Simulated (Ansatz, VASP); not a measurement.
CdTe in VASP and in Ansatz

```
Te Cd
1.0
     0.00000    3.26786    3.26786
     3.26786    0.00000    3.26786
     3.26786    3.26786    0.00000
Te Cd
1 1
Direct
  0.75000 0.75000 0.75000
  0.00000 0.00000 0.00000
```

Alike in both runs: task single point; functional BLYP; k mesh 7 × 7 × 7; occupations fermi-dirac, width 0.05 eV; no spin polarisation.

```csv
,VASP,Ansatz
version,VASP 6.6.1,Ansatz 0.2.0
potentials or method,"VASP PAW PBE potentials, release 64 (Te, Cd)",Ansatz PAW
plane-wave cutoff (eV),520,420
valence electrons in the cell,18,36
```

|  | VASP | Ansatz | Ansatz less VASP |
| --- | --- | --- | --- |
| gap on the k mesh at the Fermi level (eV) | 0.63 | 0.59 | -0.037 |
| least direct gap on the mesh (eV) | 0.63 | 0.59 | -0.037 |
| pressure (GPa) | 4.1 | 3.8 | -0.27 |

VASP's potentials were made for PBE, not for BLYP. The functional is the same, so the differences come from potentials, cutoffs and numerics. VASP's potentials hold 18 valence electrons a cell and Ansatz's 36, so a difference there can come from the potentials and not from the codes.

Neither program's run includes spin-orbit coupling. Noted on Ansatz's run: odd divisions of the mesh miss points on the zone boundary, where band edges often lie, so the gap on the mesh can be too wide.
